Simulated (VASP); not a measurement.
Here is a VASP 6.6.1 calculation.

INCAR

```
ALGO = Normal
EDIFF = 1E-6
ENCUT = 500
GGA = PE
GGA_COMPAT = F
ISIF = 2
ISMEAR = 0
LASPH = T
LCHARG = F
LREAL = F
LWAVE = F
NBANDS = 12
NELM = 120
PREC = Accurate
SIGMA = 0.1
```

The input KPOINTS:

```
k-points
0
Gamma
  12 12 12
```

File POSCAR:

```
Sc
1.0
   -1.9172054859      1.9172054859      1.7176030000
    1.9172054859     -1.9172054859      1.7176030000
    1.9172054859      1.9172054859     -1.7176030000
Sc
1
Direct
    0.0000000000      0.0000000000      0.0000000000
```

Potentials or basis: VASP PAW PBE potentials, release 64 (Sc_sv).

Command:

```bash
$ cat potpaw_PBE.64/Sc_sv/POTCAR > POTCAR
$ mpirun -np 1 vasp_std > vasp.out
```

Task: Estimate the band gap on the k mesh.

Result: Zero (an odd number of electrons rules out a gap without spin polarisation).

Task: Estimate the pressure.

Result: -0.8 GPa.

Stress tensor (GPa, compression positive):
```
-1.12  0.00  0.00
 0.00 -1.12  0.00
 0.00  0.00 -0.08
```
